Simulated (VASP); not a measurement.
# Hf (Fm-3m) in VASP: notebook, part 2 of 2

VASP 6.6.1.

**5. Single point, revPBE**

This run uses another cell than the first one, of 23.05 Å³/atom, 1.136 times its volume.

Contents of INCAR:

```
PREC     = Accurate       # precision mode
ENCUT    = 520            # plane-wave cutoff, eV
EDIFF    = 1E-6           # SCF threshold, eV
ISMEAR   = -1             # smearing method
SIGMA    = 0.1            # smearing width, eV
LREAL    = False          # projectors in reciprocal space
LASPH    = True           # aspherical terms in the spheres
NELM     = 80             # most SCF steps
ALGO     = Normal         # electronic algorithm
ISIF     = 2              # what is computed and relaxed
LWAVE    = False          # write WAVECAR
LCHARG   = False          # write CHGCAR
GGA      = RE             # functional
NBANDS   = 11             # bands
```

Contents of KPOINTS:

```
regular mesh
0
Gamma
  14 14 14
```

Contents of POSCAR:

```
Hf
1.0
    0.0000000000      2.2589198146      2.2589198146
    2.2589198146      0.0000000000      2.2589198146
    2.2589198146      2.2589198146      0.0000000000
Hf
1
Direct
    0.0000000000      0.0000000000      0.0000000000
```

Potentials or basis: VASP PAW PBE potentials, release 64 (Hf_pv).

Started as:

```
$ cat potpaw_PBE.64/Hf_pv/POTCAR > POTCAR
$ mpirun -np 1 vasp_std > vasp.out
```

OUTCAR:

```text
PREC = Accurate
   ENCUT = 520
   EDIFF = 1E-6
   ISMEAR = -1
   LREAL = False
   LASPH = True
   NELM = 80
   ISIF = 2
   GGA = RE

 ion  position               nearest neighbor table
   1  0.000  0.000  0.000-

  LATTYP: Found a face centered cubic cell.
 ALAT       =     4.5178396292

  Lattice vectors:

 A1 = (   0.0000000000,   2.2589198146,   2.2589198146)
 A2 = (   2.2589198146,   0.0000000000,   2.2589198146)
 A3 = (   2.2589198146,   2.2589198146,   0.0000000000)

Analysis of symmetry for initial positions (statically):
=====================================================================
 Subroutine PRICEL returns:
 Original cell was already a primitive cell.

 Routine SETGRP: Setting up the symmetry group for a
 face centered cubic supercell.

 Subroutine GETGRP returns: Found 48 space group operations
 (whereof 48 operations were pure point group operations)
 out of a pool of 48 trial point group operations.

The static configuration has the point symmetry O_h .

Analysis of symmetry for dynamics (positions and initial velocities):
=====================================================================
 Subroutine PRICEL returns:
 Original cell was already a primitive cell.

 Routine SETGRP: Setting up the symmetry group for a
 face centered cubic supercell.

 Subroutine GETGRP returns: Found 48 space group operations
 (whereof 48 operations were pure point group operations)
 out of a pool of 48 trial point group operations.

The dynamic configuration has the point symmetry O_h .

 Subroutine INISYM returns: Found 48 space group operations
 (whereof 48 operations are pure point group operations),
 and found     1 'primitive' translations

----------------------------------------------------------------------------------------

                                     Primitive cell

  volume of cell :      23.0533

  direct lattice vectors                    reciprocal lattice vectors
     0.000000000  2.258919815  2.258919815    -0.221344732  0.221344732  0.221344732
     2.258919815  0.000000000  2.258919815     0.221344732 -0.221344732  0.221344732
     2.258919815  2.258919815  0.000000000     0.221344732  0.221344732 -0.221344732

  length of vectors
     3.194595038  3.194595038  3.194595038     0.383380321  0.383380321  0.383380321

  position of ions in fractional coordinates (direct lattice)
     0.000000000  0.000000000  0.000000000

  ion indices of the primitive-cell ions
   primitive index   ion index
                 1           1

----------------------------------------------------------------------------------------

 KPOINTS: regular mesh

Automatic generation of k-mesh.
 Grid dimensions read from file:
 generate k-points for:   14   14   14

 Generating k-lattice:

  Cartesian coordinates                     Fractional coordinates (reciprocal lattice)
    -0.015810338  0.015810338  0.015810338     0.071428571  0.000000000  0.000000000
     0.015810338 -0.015810338  0.015810338     0.000000000  0.071428571  0.000000000
     0.015810338  0.015810338 -0.015810338     0.000000000  0.000000000  0.071428571

  Length of vectors
     0.027384309  0.027384309  0.027384309

  Shift w.r.t. Gamma in fractional coordinates (k-lattice)
     0.000000000  0.000000000  0.000000000

 Subroutine IBZKPT returns following result:
 ===========================================

 Found    104 irreducible k-points:

 Following reciprocal coordinates:
            Coordinates               Weight
  0.000000  0.000000  0.000000      1.000000
  0.071429  0.000000  0.000000      8.000000
  0.142857  0.000000  0.000000      8.000000
  0.214286  0.000000  0.000000      8.000000
  0.285714  0.000000  0.000000      8.000000
  0.357143  0.000000  0.000000      8.000000
[... 16 lines left out ...]
  0.214286  0.142857  0.000000     24.000000
  0.285714  0.142857  0.000000     24.000000
 [... further k-points ...]
   k-points           NKPTS =    104   k-points in BZ     NKDIM =    104   number of bands    NBANDS=     11
   number of dos      NEDOS =    301   number of ions     NIONS =      1
   total plane-waves  NPLWV =  13824
   dimension x,y,z NGX =    24 NGY =   24 NGZ =   24
   dimension x,y,z NGXF=    48 NGYF=   48 NGZF=   48
   ions per type =               1
   NGX,Y,Z   is equivalent  to a cutoff of  12.49, 12.49, 12.49 a.u.
   NGXF,Y,Z  is equivalent  to a cutoff of  24.98, 24.98, 24.98 a.u.
 SYSTEM =  unknown system
   PREC   = accura    normal or accurate (medium, high low for compatibility)
   ISTART =      0    job   : 0-new  1-cont  2-samecut
   ICHARG =      2    charge: 1-file 2-atom 10-const
   ISPIN  =      1    spin polarized calculation?
   LNONCOLLINEAR =      F non collinear calculations
   LSORBIT =      F    spin-orbit coupling
   LASPH  =      T    aspherical Exc in radial PAW
   ENCUT  =  520.0 eV  38.22 Ry    6.18 a.u.   5.94  5.94  5.94*2*pi/ulx,y,z
   NELM   =     80;   NELMIN=  2; NELMDL= -5     # of ELM steps
   EDIFF  = 0.1E-05   stopping-criterion for ELM
   LREAL  =      F    real-space projection
   EDIFFG = 0.1E-04   stopping-criterion for IOM
   NSW    =      0    number of steps for IOM
   IBRION =     -1    ionic relax: 0-MD 1-quasi-New 2-CG
   NFREE  =      0    steps in history (QN), initial steepest desc. (CG)
   ISIF   =      2    stress and relaxation
   ISYM   =      2    0-nonsym 1-usesym 2-fastsym
   POTIM  = 0.5000    time-step for ionic-motion
   TEBEG  =    0.0;   TEEND  =   0.0 temperature during run
   PSTRESS=    0.0 pullay stress
   NELECT =      10.0000    total number of electrons
   NUPDOWN=      -1.0000    fix difference up-down
   EMIN   =  10.00;   EMAX   =-10.00  energy-range for DOS
   EFERMI =   0.00;   METHOD = LEGACY
   ISMEAR =    -1;   SIGMA  =   0.10  broadening in eV -4-tet -1-fermi 0-gaus
   EFERMI_NEDOS =   21; number of points for ismear=-14 and -15
   IALGO  =     38    algorithm
   IMIX   =      4    mixing-type and parameters
     AMIX     =   0.40;   BMIX     =  1.00
     AMIX_MAG =   1.60;   BMIX_MAG =  1.00
  volume/ion in A,a.u.               =      23.05       155.57
  Fermi-wavevector in a.u.,A,eV,Ry     =   1.239265  2.341870 20.895509  1.535777
  Thomas-Fermi vector in A             =   2.373755
   LORBIT       =      0    0 simple, 1 ext, 2 COOP (PROOUT), +10 PAW based schemes
   GGA     = RE    functional components
   LHFCALC =     F    Hartree Fock is set to
   AEXX    =    0.0000 exact exchange contribution
   IVDW    =     0    specifies the selected vdW correction
   LEPSILON=     F    determine dielectric tensor
   LRPA    =     F    only Hartree local field effects (RPA)
 non-spin polarized calculation
  energy-cutoff  :      520.00
  volume of cell :       23.05
 maximum number of plane-waves:       636
   NGX = 11   NGY = 11   NGZ = 11

 number of electron      10.0000000 magnetization

 Free energy of the ion-electron system (eV)
  ---------------------------------------------------
  ext. energy  EPLUGINS =         0.00000000
  ---------------------------------------------------
  free energy    TOTEN  =        -9.53928718 eV

  energy without entropy =       -9.48898387  energy(sigma->0) =       -9.51413553

 E-fermi :   4.6083     XC(G=0): -11.1043

 val. band max:        4.5892934432   @ k =   0.2857   0.0714   0.0000
 cond. band min:       4.6093917444   @ k =   0.3571   0.0000   0.0000
 fundamental gap:      0.0200983011
 Fermi energy:         4.6082893050

 k-point     1 :       0.0000    0.0000    0.0000
  band No.  band energies     occupation
      1     -25.5447      2.00000
      2     -25.5447      2.00000
      3     -25.5447      2.00000
      4      -2.4983      2.00000
      5       6.0153      0.00000
      6       6.0153      0.00000
      7       6.0153      0.00000
      8       8.7097      0.00000
      9       8.7097      0.00000
     10      15.7824      0.00000
     11      17.6254      0.00000

 k-point     2 :       0.0714    0.0000    0.0000
  band No.  band energies     occupation
      1     -25.5829      2.00000
      2     -25.5496      2.00000
      3     -25.5496      2.00000
      4      -2.3265      2.00000
      5       5.8383      0.00001
      6       6.0974      0.00000
      7       6.0974      0.00000
      8       8.6208      0.00000
      9       8.6208      0.00000
     10      16.1668      0.00000
     11      17.6248      0.00000
[... 295 lines left out ...]
 k-point    24 :       0.2857    0.1429    0.0000
  band No.  band energies     occupation
      1     -25.9144      2.00000
      2     -25.6444      2.00000
      3     -25.6370      2.00000
      4      -0.2878      2.00000
      5       4.3464      1.86416
      6       6.0663      0.00000
      7       6.8965      0.00000
      8       7.9592      0.00000
      9       9.5454      0.00000
     10      17.0480      0.00000
     11      17.6318      0.00000

 [... further k-points ...]
[... 5 lines left out ...]
  --------------------------------------------------------------------------------------
  -------------------------------------------------------------------------------------
  Total       -0.0610331     -0.0610331     -0.0610331     -0.0000000      0.0000000     -0.0000000
  in kB       -4.2417366     -4.2417366     -4.2417366     -0.0000000      0.0000000     -0.0000000
  external PRESSURE =      -4.2417366 kB  Pullay stress =       0.0000000 kB

 VOLUME and BASIS-vectors are now :
 -----------------------------------------------------------------------------
  energy-cutoff  :      520.00
  volume of cell :       23.05
      direct lattice vectors                 reciprocal lattice vectors
     0.000000000  2.258919815  2.258919815    -0.221344732  0.221344732  0.221344732
     2.258919815  0.000000000  2.258919815     0.221344732 -0.221344732  0.221344732
     2.258919815  2.258919815  0.000000000     0.221344732  0.221344732 -0.221344732

 POSITION                                       TOTAL-FORCE (eV/Angst)
 -----------------------------------------------------------------------------------
      0.00000      0.00000      0.00000         0.000000      0.000000      0.000000
 -----------------------------------------------------------------------------------
    total drift:                               -0.000000      0.000000      0.000000

  FREE ENERGIE OF THE ION-ELECTRON SYSTEM (eV)
  ---------------------------------------------------
  free  energy   TOTEN  =        -9.5392871833 eV

  energy  without entropy=       -9.4889838713  energy(sigma->0) =       -9.51413553
```

Run time: 29 s. Hardware: 1 thread of Intel Xeon 6975P-C, shared host; peak memory 0.15 GiB.

Results:

- Free energy: -9.5393 eV
- Pressure: -0.4 GPa
- Band gap on the k mesh: zero (band 5 reaches 6.02 eV, above the bottom of band 6 at 4.00 eV)

Levels at points of the mesh, in eV from the Fermi level:
```tsv
k point	band 3	band 4	band 5	band 6	band 7	band 8
(0.00, 0.00, 0.00)	-30.15	-7.11	1.41	1.41	1.41	4.10
(0.50, 0.00, 0.00)	-30.25	-3.54	0.46	1.20	1.20	6.12
(0.50, 0.50, 0.00)	-30.42	-3.12	-2.01	2.34	6.14	6.71
```

Caveat: the PAW data sets were made with another functional, which shifts forces and pressure a little; spin-orbit coupling is left out, which moves the levels of the heavy elements.

**6. Single point, revPBE (volume scaled by 1.04)**

Contents of INCAR:

```
PREC     = Accurate       # precision mode
ENCUT    = 520            # plane-wave cutoff, eV
EDIFF    = 1E-6           # SCF threshold, eV
ISMEAR   = -1             # smearing method
SIGMA    = 0.1            # smearing width, eV
LREAL    = F              # projectors in reciprocal space
LASPH    = T              # aspherical terms in the spheres
NELM     = 80             # most SCF steps
ALGO     = Normal         # electronic algorithm
ISIF     = 2              # what is computed and relaxed
LWAVE    = F              # write WAVECAR
LCHARG   = T              # write CHGCAR
GGA      = RE             # functional
LELF     = T              # ELF
LVHAR    = T            
NBANDS   = 11             # bands
```

KPOINTS is that of step 5.

Contents of POSCAR:

```
Hf
1.0
    0.0000000000      2.2886458527      2.2886458527
    2.2886458527      0.0000000000      2.2886458527
    2.2886458527      2.2886458527      0.0000000000
Hf
1
Direct
    0.0000000000      0.0000000000      0.0000000000
```

Potentials or basis: VASP PAW PBE potentials, release 64 (Hf_pv).

Started as:

```
$ cat potpaw_PBE.64/Hf_pv/POTCAR > POTCAR
$ mpirun -np 1 vasp_std > vasp.out
```

Run time: 28 s. Hardware: 1 thread of Intel Xeon 6975P-C, shared host; peak memory 0.15 GiB.

The run converged. Its results:

- Free energy: -9.5263 eV
- Pressure: -4.0 GPa
- Band gap on the k mesh: zero (band 5 reaches 5.73 eV, above the bottom of band 6 at 3.80 eV)

Levels at points of the mesh, in eV from the Fermi level:
| k point | band 3 | band 4 | band 5 | band 6 | band 7 | band 8 |
| --- | --- | --- | --- | --- | --- | --- |
| (0.00, 0.00, 0.00) | -30.30 | -6.97 | 1.38 | 1.38 | 1.38 | 3.94 |
| (0.50, 0.00, 0.00) | -30.39 | -3.44 | 0.35 | 1.19 | 1.19 | 5.85 |
| (0.50, 0.50, 0.00) | -30.53 | -2.97 | -1.89 | 2.16 | 5.87 | 6.40 |

Caveat: the cell differs from its parent crystal (volume scaled by 1.04); the PAW data sets were made with another functional, which shifts forces and pressure a little; spin-orbit coupling is left out, which moves the levels of the heavy elements.

**7. The runs side by side**

| cell | gap on the mesh (eV) | pressure (GPa) |
| --- | --- | --- |
| a = 3.061 Å, angles 60.0°, 1 atom | none | 14.9 |
| a = 3.107 Å, angles 60.0°, 1 atom | none | 8.9 |
| a = 3.151 Å, angles 60.0°, 1 atom | none | 3.8 |
| a = 3.195 Å, angles 60.0°, 1 atom | none | -0.4 |
| a = 3.237 Å, angles 60.0°, 1 atom | none | -4.0 |

Alike in all rows: task single point; level revPBE; potentials or basis VASP PAW PBE potentials, release 64 (Hf_pv); no spin polarisation; k mesh 14 × 14 × 14; cutoff (eV) 520; smearing fermi-dirac 0.1 eV.

Caveats: the PAW data sets were made with another functional, which shifts forces and pressure a little; spin-orbit coupling is left out, which moves the levels of the heavy elements.

Absolute energies hang on the potentials; compare differences alone.
